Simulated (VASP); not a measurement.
Wanted: the native input for a VASP 6.6.1 run.

```yaml
Task: single point
Functional: r2SCAN
Potentials_or_basis: VASP PAW PBE potentials, release 64 (Si, B)
Cutoff: 520 eV
k_mesh: 6 × 6 × 6
Occupations: gaussian, width 0.1 eV
Spin: no spin polarisation
Dipole_correction: no
Further_INCAR_settings: ALGO = Normal; EDIFF = 1e-07; NBANDS = 16
```

The system is Si3B.

```xyz
4
Lattice="3.6075 0.0000 0.0000 0.0000 3.6075 0.0000 0.0000 0.0000 3.6075" Properties=species:S:1:pos:R:3 pbc="T T T"
Si    0.0000    1.8037    1.8037
Si    1.8037    0.0000    1.8037
Si    1.8037    1.8037    0.0000
B     0.0000    0.0000    0.0000
```

One way to write it, as run:

POSCAR

```
Si3B
1.0
    3.6074559912      0.0000000000      0.0000000000
    0.0000000000      3.6074559912      0.0000000000
    0.0000000000      0.0000000000      3.6074559912
Si B
3 1
Direct
    0.0000000000      0.5000000000      0.5000000000
    0.5000000000      0.0000000000      0.5000000000
    0.5000000000      0.5000000000      0.0000000000
    0.0000000000      0.0000000000      0.0000000000
```

INCAR.step1

```
PREC = Accurate
ENCUT = 520
ISMEAR = 0
SIGMA = 0.1
LREAL = F
LASPH = T
NELM = 60
NBANDS = 16
GGA = PE
ALGO = Normal
EDIFF = 1E-4
LWAVE = T
LCHARG = F
```

INCAR.step2

```
PREC = Accurate
ENCUT = 520
EDIFF = 1E-7
ISMEAR = 0
SIGMA = 0.1
LREAL = F
LASPH = T
NELM = 60
ALGO = Normal
ISIF = 2
LWAVE = F
LCHARG = T
METAGGA = R2SCAN
LMIXTAU = T
LELF = T
LVHAR = T
NBANDS = 16
ISTART = 1
```

KPOINTS

```
Automatic mesh
0
Gamma
  6 6 6
```

Potentials or basis: VASP PAW PBE potentials, release 64 (Si, B).

Launch:

```bash
$ cat potpaw_PBE.64/Si/POTCAR potpaw_PBE.64/B/POTCAR > POTCAR
$ cp INCAR.step1 INCAR
$ mpirun -np 1 vasp_std > vasp.out
$ cp INCAR.step2 INCAR
$ mpirun -np 1 vasp_std > vasp.out
```

It gave:

* Pressure: 0.0 GPa

Caveat: the PAW data sets were made with another functional, which shifts forces and pressure a little.

It took 100 s on 1 thread of Oxide Virtual Turin-like Processor, with other jobs on the host, peak memory 0.13 GiB.
